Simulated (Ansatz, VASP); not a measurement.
# One calculation of I, two programs

The input INCAR:

```
PREC = Accurate
ENCUT = 500
EDIFF = 1E-6
ISMEAR = 0
SIGMA = 0.15
LREAL = False
LASPH = True
NELM = 120
ALGO = Normal
ISIF = 2
LWAVE = False
LCHARG = False
GGA = RP
NBANDS = 10
GGA_COMPAT = False
```

The input KPOINTS:

```
Automatic mesh
0
Gamma
  3 3 3
```

POSCAR

```
I
1.0
    0.0000000000      2.3656004400      3.9098401300
    2.1922454700      0.0000000000      3.9098401300
    2.1922454700      2.3656004400      0.0000000000
I
1
Direct
    0.0000000000      0.0000000000      0.0000000000
```

Input for Ansatz:

```yaml
crystal:
  lattice:
    - [0.0, 2.36560044, 3.90984013]
    - [2.19224547, 0.0, 3.90984013]
    - [2.19224547, 2.36560044, 0.0]
  atoms:
    - { symbol: I, position: [0.0, 0.0, 0.0] }
kpoints:
  mp_grid:
    grid: [3, 3, 3]
hamiltonian:
  xc: rpbe
scf:
  lower_state_search: "off"
  occupations:
    method: gaussian
    width: 0.15
output:
  stress: true
```

Alike in both runs: task single point; functional RPBE; k mesh 3 × 3 × 3; occupations gaussian, width 0.15 eV; no spin polarisation.

|  | VASP | Ansatz |
| --- | --- | --- |
| version | VASP 6.6.1 | Ansatz 0.2.0 |
| potentials or method | VASP PAW PBE potentials, release 64 (I) | plane waves, PAW |
| plane-wave cutoff (eV) | 500 | 420 |
| valence electrons in the cell | 7 | 17 |

|  | VASP | Ansatz | Ansatz less VASP |
| --- | --- | --- | --- |
| pressure (GPa) | 0.6 | 0.6 | +0.04 |
| traceless stress, the component that is largest in VASP (GPa) | -2.02 | -2.00 | +0.018 |

VASP's potentials were made for PBE, not for RPBE. VASP's potentials hold 7 valence electrons a cell and Ansatz's 17, so a difference there can come from the potentials and not from the codes.

The k mesh is coarse, so the values compare programs but aren't converged. Neither program's run includes spin-orbit coupling.
